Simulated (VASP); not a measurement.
**Na: single point with r2SCAN**

The system is Na.

```xyz
1
Lattice="-2.0540 2.0540 2.0540 2.0540 -2.0540 2.0540 2.0540 2.0540 -2.0540" Properties=species:S:1:pos:R:3 pbc="T T T"
Na    0.0000    0.0000    0.0000
```

This cell differs from its parent crystal: strain -0.030 along x and y, -0.030 along z.

```yaml
Program: VASP 6.6.1
Task: single point
Functional: r2SCAN
Potentials_or_basis: VASP PAW PBE potentials, release 64 (Na_pv)
Cutoff: 520 eV
k_mesh: 16 × 16 × 16
Occupations: gaussian, width 0.15 eV
Spin: no spin polarisation
```

```yaml
Pressure: 0.6 GPa
```

Levels at points of the mesh, in eV from the Fermi level:
```csv
k point,band 1,band 2,band 3,band 4,band 5,band 6,band 7
"(0.00, 0.00, 0.00)",-25.96,-25.96,-25.96,-3.64,12.86,12.86,12.86
"(0.50, 0.00, 0.00)",-26.00,-25.97,-25.96,0.74,1.50,8.94,10.43
"(0.50, 0.50, 0.50)",-25.99,-25.99,-25.99,4.80,4.80,5.55,5.55
```

Run time: 2.5 min on 1 thread of Oxide Virtual Turin-like Processor, on a shared host, peak memory 0.15 GiB.

Caveat: the cell differs from its parent crystal (strain -0.030 along x and y, -0.030 along z); the PAW data sets were made with another functional, which shifts forces and pressure a little.
